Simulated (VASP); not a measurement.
# LaSi3Ir (I4mm) in VASP: single point with LDA

Aim: the single point of LaSi3Ir with LDA.

All numbers are computed with VASP 6.6.1; they aren't measurements. Logs are shortened: lines on timing, memory, paths and dates and some standing lists are left out, and cuts for length are marked.

## Step 1: The cell of the first run

Symmetry: I4mm, No. 107, tetragonal system. The conventional cell has a = 4.234 Å, b = 4.234 Å, c = 9.749 Å, α = 90.00°, β = 90.00°, γ = 90.00°. Within 4.3 Å of La (site symmetry 4mm) lie 13 Si at 3.11 to 4.03 Å and 5 Ir at 3.35 to 3.37 Å and 4 La at 4.23 Å. Within 3.4 Å of Si (site symmetry 2mm) lie 2 Ir at 2.37 Å and 6 Si at 2.57 to 2.99 Å and 4 La at 3.13 to 3.33 Å. Within 3.2 Å of Si (site symmetry 4mm) lie 1 Ir at 2.35 Å and 4 Si at 2.57 Å and 4 La at 3.11 Å. Ir (site symmetry 4mm) has 5 Si at 2.35 to 2.37 Å within 3.1 Å.

## Step 2: Single point, LDA

File INCAR:

```
SYSTEM = LaSi3Ir
ALGO = Normal
EDIFF = 1E-7
ENCUT = 520
GGA = CA
ISIF = 2
ISMEAR = -1
LASPH = .True.
LCHARG = .False.
LREAL = .False.
LWAVE = .False.
NBANDS = 24
NELM = 100
PREC = Accurate
SIGMA = 0.15
```

File KPOINTS:

```
k-points
0
Gamma
  12 12 12
  0 0 0
```

File POSCAR:

```
LaSi3Ir
1.0
   -2.1167983189      2.1167983189      4.8746600643
    2.1167983189     -2.1167983189      4.8746600643
    2.1167983189      2.1167983189     -4.8746600643
La Si Ir
1 3 1
Direct
   -0.0010615680     -0.0010615680      0.0000000000
    0.7622473602      0.2622473602      0.5000000000
    0.2622473602      0.7622473602      0.5000000000
    0.4123254828      0.4123254828      0.0000000000
    0.6537413647      0.6537413647      0.0000000000
```

Potentials or basis: VASP PAW LDA potentials, release 64 (La, Si, Ir).

Run with:

```console
cat potpaw_LDA.64/La/POTCAR potpaw_LDA.64/Si/POTCAR potpaw_LDA.64/Ir/POTCAR > POTCAR
mpirun -np 1 vasp_std > vasp.out
```

OUTCAR:

```text
SYSTEM = LaSi3Ir
   EDIFF = 1E-7
   ENCUT = 520
   GGA = CA
   ISIF = 2
   ISMEAR = -1
   LASPH = .True.
   LREAL = .False.
   NELM = 100
   PREC = Accurate

 ion  position               nearest neighbor table
   1  0.999  0.999  0.000-   4 3.11   4 3.11   4 3.11   4 3.11   3 3.13   2 3.13   3 3.13   2 3.13
                             2 3.33   2 3.33   3 3.33   3 3.33   5 3.35   5 3.35   5 3.35   5 3.35
   2  0.762  0.262  0.500-   5 2.37   5 2.37   4 2.57   4 2.57   3 2.99   3 2.99   3 2.99   3 2.99
                             1 3.13   1 3.13   1 3.33   1 3.33
   3  0.262  0.762  0.500-   5 2.37   5 2.37   4 2.57   4 2.57   2 2.99   2 2.99   2 2.99   2 2.99
                             1 3.13   1 3.13   1 3.33   1 3.33
   4  0.412  0.412  0.000-   5 2.35   3 2.57   2 2.57   3 2.57   2 2.57   1 3.11   1 3.11   1 3.11
                             1 3.11
   5  0.654  0.654  0.000-   4 2.35   2 2.37   3 2.37   2 2.37   3 2.37   1 3.35   1 3.35   1 3.35
                             1 3.35   1 3.37

  LATTYP: Found a body centered tetragonal cell.
 ALAT       =     4.2335966378
 C/A-ratio  =     2.3028457746

  Lattice vectors:

 A1 = (  -2.1167983189,   2.1167983189,   4.8746600643)
 A2 = (   2.1167983189,  -2.1167983189,   4.8746600643)
 A3 = (   2.1167983189,   2.1167983189,  -4.8746600643)

Analysis of symmetry for initial positions (statically):
=====================================================================
 Subroutine PRICEL returns:
 Original cell was already a primitive cell.

 Routine SETGRP: Setting up the symmetry group for a
 body centered tetragonal supercell.

 Subroutine GETGRP returns: Found  8 space group operations
 (whereof  8 operations were pure point group operations)
 out of a pool of 16 trial point group operations.

The static configuration has the point symmetry C_4v.

Analysis of symmetry for dynamics (positions and initial velocities):
=====================================================================
 Subroutine PRICEL returns:
 Original cell was already a primitive cell.

 Routine SETGRP: Setting up the symmetry group for a
 body centered tetragonal supercell.

 Subroutine GETGRP returns: Found  8 space group operations
 (whereof  8 operations were pure point group operations)
 out of a pool of 16 trial point group operations.

The dynamic configuration has the point symmetry C_4v.

 Subroutine INISYM returns: Found  8 space group operations
 (whereof  8 operations are pure point group operations),
 and found     1 'primitive' translations

----------------------------------------------------------------------------------------

                                     Primitive cell

  volume of cell :      87.3702

  direct lattice vectors                    reciprocal lattice vectors
    -2.116798319  2.116798319  4.874660064     0.000000000  0.236205781  0.102571255
     2.116798319 -2.116798319  4.874660064     0.236205781  0.000000000  0.102571255
     2.116798319  2.116798319 -4.874660064     0.236205781  0.236205781  0.000000000

  length of vectors
     5.720487828  5.720487828  5.720487828     0.257515113  0.257515113  0.334045419

  position of ions in fractional coordinates (direct lattice)
     0.998938432  0.998938432  0.000000000
     0.762247360  0.262247360  0.500000000
     0.262247360  0.762247360  0.500000000
     0.412325483  0.412325483  0.000000000
     0.653741365  0.653741365  0.000000000

  ion indices of the primitive-cell ions
   primitive index   ion index
                 1           1
                 2           2
                 3           3
                 4           4
                 5           5

----------------------------------------------------------------------------------------

 KPOINTS: k-points

Automatic generation of k-mesh.
 Grid dimensions read from file:
 generate k-points for:   12   12   12

 Generating k-lattice:

  Cartesian coordinates                     Fractional coordinates (reciprocal lattice)
     0.000000000  0.019683815  0.008547605     0.083333333  0.000000000 -0.000000000
     0.019683815  0.000000000  0.008547605     0.000000000  0.083333333 -0.000000000
     0.019683815  0.019683815  0.000000000     0.000000000  0.000000000  0.083333333

  Length of vectors
     0.021459593  0.021459593  0.027837118

  Shift w.r.t. Gamma in fractional coordinates (k-lattice)
     0.000000000  0.000000000  0.000000000

 Subroutine IBZKPT returns following result:
 ===========================================

 Found    163 irreducible k-points:

 Following reciprocal coordinates:
            Coordinates               Weight
  0.000000  0.000000  0.000000      1.000000
  0.083333 -0.000000  0.000000      8.000000
  0.166667 -0.000000  0.000000      8.000000
  0.250000 -0.000000  0.000000      8.000000
  0.333333 -0.000000  0.000000      8.000000
  0.416667 -0.000000  0.000000      8.000000
[... 16 lines left out ...]
  0.500000  0.166667  0.000000     16.000000
 -0.416667  0.166667  0.000000     16.000000
 [... further k-points ...]
   k-points           NKPTS =    163   k-points in BZ     NKDIM =    163   number of bands    NBANDS=     24
   number of dos      NEDOS =    301   number of ions     NIONS =      5
   total plane-waves  NPLWV = 110592
   dimension x,y,z NGX =    48 NGY =   48 NGZ =   48
   dimension x,y,z NGXF=    96 NGYF=   96 NGZF=   96
   ions per type =               1   3   1
   NGX,Y,Z   is equivalent  to a cutoff of  13.95, 13.95, 13.95 a.u.
   NGXF,Y,Z  is equivalent  to a cutoff of  27.90, 27.90, 27.90 a.u.
 SYSTEM =  LaSi3Ir
   PREC   = accura    normal or accurate (medium, high low for compatibility)
   ISTART =      0    job   : 0-new  1-cont  2-samecut
   ICHARG =      2    charge: 1-file 2-atom 10-const
   ISPIN  =      1    spin polarized calculation?
   LNONCOLLINEAR =      F non collinear calculations
   LSORBIT =      F    spin-orbit coupling
   LASPH  =      T    aspherical Exc in radial PAW
   ENCUT  =  520.0 eV  38.22 Ry    6.18 a.u.  10.64 10.64 10.64*2*pi/ulx,y,z
   NELM   =    100;   NELMIN=  2; NELMDL= -5     # of ELM steps
   EDIFF  = 0.1E-06   stopping-criterion for ELM
   LREAL  =      F    real-space projection
   EDIFFG = 0.1E-05   stopping-criterion for IOM
   NSW    =      0    number of steps for IOM
   IBRION =     -1    ionic relax: 0-MD 1-quasi-New 2-CG
   NFREE  =      0    steps in history (QN), initial steepest desc. (CG)
   ISIF   =      2    stress and relaxation
   ISYM   =      2    0-nonsym 1-usesym 2-fastsym
   POTIM  = 0.5000    time-step for ionic-motion
   TEBEG  =    0.0;   TEEND  =   0.0 temperature during run
   PSTRESS=    0.0 pullay stress
   NELECT =      32.0000    total number of electrons
   NUPDOWN=      -1.0000    fix difference up-down
   EMIN   =  10.00;   EMAX   =-10.00  energy-range for DOS
   EFERMI =   0.00;   METHOD = LEGACY
   ISMEAR =    -1;   SIGMA  =   0.15  broadening in eV -4-tet -1-fermi 0-gaus
   EFERMI_NEDOS =   21; number of points for ismear=-14 and -15
   IALGO  =     38    algorithm
   IMIX   =      4    mixing-type and parameters
     AMIX     =   0.40;   BMIX     =  1.00
     AMIX_MAG =   1.60;   BMIX_MAG =  1.00
  volume/ion in A,a.u.               =      17.47       117.92
  Fermi-wavevector in a.u.,A,eV,Ry     =   1.171306  2.213448 18.666621  1.371958
  Thomas-Fermi vector in A             =   2.307752
   LORBIT       =      0    0 simple, 1 ext, 2 COOP (PROOUT), +10 PAW based schemes
   GGA     = CA    functional components
   LHFCALC =     F    Hartree Fock is set to
   AEXX    =    0.0000 exact exchange contribution
   IVDW    =     0    specifies the selected vdW correction
   LEPSILON=     F    determine dielectric tensor
   LRPA    =     F    only Hartree local field effects (RPA)
 non-spin polarized calculation
  energy-cutoff  :      520.00
  volume of cell :       87.37
 maximum number of plane-waves:      2370
 NGX is ok and might be reduce to    48
   NGX = 21   NGY = 21   NGZ = 21

 number of electron      32.0000000 magnetization

 Free energy of the ion-electron system (eV)
  ---------------------------------------------------
  ext. energy  EPLUGINS =         0.00000000
  ---------------------------------------------------
  free energy    TOTEN  =       -38.43071295 eV

  energy without entropy =      -38.31095380  energy(sigma->0) =      -38.37083338

 E-fermi :   9.8017     XC(G=0): -11.4792

 val. band max:        9.7873014871   @ k =  -0.1667  -0.1667   0.0833
 cond. band min:       9.8019731920   @ k =  -0.4167   0.5000   0.3333
 fundamental gap:      0.0146717049
 Fermi energy:         9.8017291424

 k-point     1 :       0.0000    0.0000    0.0000
  band No.  band energies     occupation
      1     -22.3003      2.00000
      2      -6.3965      2.00000
      3      -6.0946      2.00000
      4      -6.0946      2.00000
      5      -2.1825      2.00000
      6       2.9707      2.00000
[... 16 lines left out ...]
     23      12.3669      0.00000
     24      12.5429      0.00000

 k-point     2 :       0.0833   -0.0000    0.0000
  band No.  band energies     occupation
      1     -22.2988      2.00000
      2      -6.3976      2.00000
      3      -6.1320      2.00000
      4      -6.0919      2.00000
      5      -2.0889      2.00000
      6       2.7920      2.00000
[... 16 lines left out ...]
     23      12.3768      0.00000
     24      12.5415      0.00000

 k-point     3 :       0.1667   -0.0000    0.0000
  band No.  band energies     occupation
      1     -22.2947      2.00000
      2      -6.4027      2.00000
      3      -6.2263      2.00000
      4      -6.0847      2.00000
      5      -1.8269      2.00000
      6       2.3211      2.00000
[... 16 lines left out ...]
     23      12.3998      0.00000
     24      12.5642      0.00000
[... 514 lines left out ...]
 k-point    23 :       0.5000    0.1667    0.0000
  band No.  band energies     occupation
      1     -22.2733      2.00000
      2      -6.5633      2.00000
      3      -6.3561      2.00000
      4      -6.1552      2.00000
      5      -0.1395      2.00000
      6       0.6186      2.00000
[... 16 lines left out ...]
     23      12.3516      0.00000
     24      12.5143      0.00000

 k-point    24 :      -0.4167    0.1667    0.0000
  band No.  band energies     occupation
      1     -22.2749      2.00000
      2      -6.5363      2.00000
      3      -6.3477      2.00000
      4      -6.1588      2.00000
      5      -0.4438      2.00000
      6       0.8730      2.00000
[... 16 lines left out ...]
     23      12.3576      0.00000
     24      12.5268      0.00000

 [... further k-points ...]
[... 5 lines left out ...]
  --------------------------------------------------------------------------------------
  -------------------------------------------------------------------------------------
  Total        0.2224363      0.2224363      0.2495250      0.0000000     -0.0000000      0.0000000
  in kB        4.0789923      4.0789923      4.5757400      0.0000000     -0.0000000      0.0000000
  external PRESSURE =       4.2445749 kB  Pullay stress =       0.0000000 kB

 VOLUME and BASIS-vectors are now :
 -----------------------------------------------------------------------------
  energy-cutoff  :      520.00
  volume of cell :       87.37
      direct lattice vectors                 reciprocal lattice vectors
    -2.116798319  2.116798319  4.874660064     0.000000000  0.236205781  0.102571255
     2.116798319 -2.116798319  4.874660064     0.236205781  0.000000000  0.102571255
     2.116798319  2.116798319 -4.874660064     0.236205781  0.236205781  0.000000000

 POSITION                                       TOTAL-FORCE (eV/Angst)
 -----------------------------------------------------------------------------------
      0.00000      0.00000      9.73897         0.000000      0.000000     -0.000952
      0.00000      2.11680      2.55673        -0.000000      0.000000      0.047571
      2.11680      0.00000      2.55673         0.000000     -0.000000      0.047571
      0.00000      0.00000      4.01989         0.000000      0.000000     -0.047855
      0.00000      0.00000      6.37353        -0.000000     -0.000000     -0.046334
 -----------------------------------------------------------------------------------
    total drift:                               -0.000000     -0.000000      0.000472

  FREE ENERGIE OF THE ION-ELECTRON SYSTEM (eV)
  ---------------------------------------------------
  free  energy   TOTEN  =       -38.4307129546 eV

  energy  without entropy=      -38.3109538025  energy(sigma->0) =      -38.37083338
```

It took 19 min on 1 thread of Oxide Virtual Turin-like, shared host; peak memory 0.55 GiB.

What came out:

```yaml
Free_energy: -38.4307 eV
Pressure: 0.4 GPa
Largest_force: 0.048 eV/Å
Band_gap_on_the_k_mesh: zero (bands 16 and 17 overlap by 1.73 eV)
```

Forces in eV/Å, atoms in the order of the input:
```
La   0.000  0.000 -0.001
Si   0.000  0.000  0.048
Si   0.000  0.000  0.048
Si   0.000  0.000 -0.048
Ir   0.000  0.000 -0.046
```

Levels at points of the mesh, in eV from the Fermi level:
```
           k point  band 13  band 14  band 15  band 16  band 17  band 18  band 19  band 20
(0.00, 0.00, 0.00)    -2.84    -1.71    -1.71     0.11     0.11     1.26     1.95     2.15
(0.50, 0.00, 0.00)    -2.84    -2.22    -1.44    -0.57     0.00     1.60     2.07     2.29
(0.50, 0.50, 0.00)    -2.89    -2.79    -2.15    -1.91     1.89     2.00     2.27     2.42
(0.50, 0.50, 0.50)    -2.54    -2.30    -0.36     0.67     0.67     1.46     1.46     1.96
```

Caveat: spin-orbit coupling is left out, which moves the levels of the heavy elements.
